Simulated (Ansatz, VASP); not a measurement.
This is a calculation of LiCl for Ansatz 0.2.0.

input.yaml

```yaml
crystal:
  lattice:
    - [0.0, 2.56477, 2.56477]
    - [2.56477, 0.0, 2.56477]
    - [2.56477, 2.56477, 0.0]
  atoms:
    - { symbol: Cl, position: [0.5, 0.5, 0.5] }
    - { symbol: Li, position: [0.0, 0.0, 0.0] }
hamiltonian:
  xc: { exchange: pbe, correlation: pbe, exx: { coeff: 0.15, omega: 0.2 } }
  pseudopotentials: { kind: paw }
kpoints:
  mp_grid: { grid: [5, 5, 5] }
scf:
  occupations: { method: fermi_dirac, width: 0.05 }
output:
  forces: true
  stress: true
  eigenvalues: true
```

Potentials or basis: Ansatz PAW.

Run with:

```sh
$ ansatz run input.yaml --threads 2 --pin off --max-ram 5632MiB --backend cpu --events-out ev --progress --plain --runs-dir out
```

Problem. Translate it to VASP 6.6.1. Potentials there: VASP PAW PBE potentials, release 64 (Cl, Li_sv).

Solution. As run (the cutoff follows the program's own potentials):

The input POSCAR:

```
LiCl
1.0
    0.0000000000      2.5647700000      2.5647700000
    2.5647700000      0.0000000000      2.5647700000
    2.5647700000      2.5647700000      0.0000000000
Cl Li
1 1
Direct
    0.5000000000      0.5000000000      0.5000000000
    0.0000000000      0.0000000000      0.0000000000
```

Contents of INCAR.step1:

```
PREC = Accurate
ENCUT = 520
EDIFF = 1E-5
ISMEAR = -1
SIGMA = 0.05
LREAL = False
LASPH = True
NELM = 100
ALGO = Normal
ISIF = 2
LWAVE = True
GGA = PE
NBANDS = 12
```

The input INCAR.step2:

```
PREC = Accurate
ENCUT = 520
EDIFF = 1E-6
ISMEAR = -1
SIGMA = 0.05
LREAL = False
LASPH = True
NELM = 100
ALGO = Normal
ISIF = 2
LWAVE = False
LCHARG = True
GGA = PE
LHFCALC = True
AEXX = 0.15
HFSCREEN = 0.2
PRECFOCK = Normal
LELF = True
LVHAR = True
ISTART = 1
NBANDS = 12
```

KPOINTS

```
regular mesh
0
Gamma
  5 5 5
```

Potentials or basis: VASP PAW PBE potentials, release 64 (Cl, Li_sv).

Run with:

```sh
$ cat potpaw_PBE.64/Cl/POTCAR potpaw_PBE.64/Li_sv/POTCAR > POTCAR
$ cp INCAR.step1 INCAR
$ mpirun -np 1 vasp_std > vasp.out
$ cp INCAR.step2 INCAR
$ mpirun -np 1 vasp_std > vasp.out
```

Both were run:

|  | VASP | Ansatz | Ansatz less VASP |
| --- | --- | --- | --- |
| gap on the k mesh at the Fermi level (eV) | 7.18 | 7.17 | -0.010 |
| least direct gap on the mesh (eV) | 7.18 | 7.17 | -0.010 |

VASP's potentials were made for PBE, not for PBE-based screened hybrid. The functional is the same, so the differences come from potentials, cutoffs and numerics.

The k mesh is coarse, so the values compare programs but aren't converged. Noted on VASP's run: the cutoff is short for stress, so the pressure is rough. Noted on Ansatz's run: odd divisions of the mesh miss points on the zone boundary, where band edges often lie, so the gap on the mesh can be too wide.
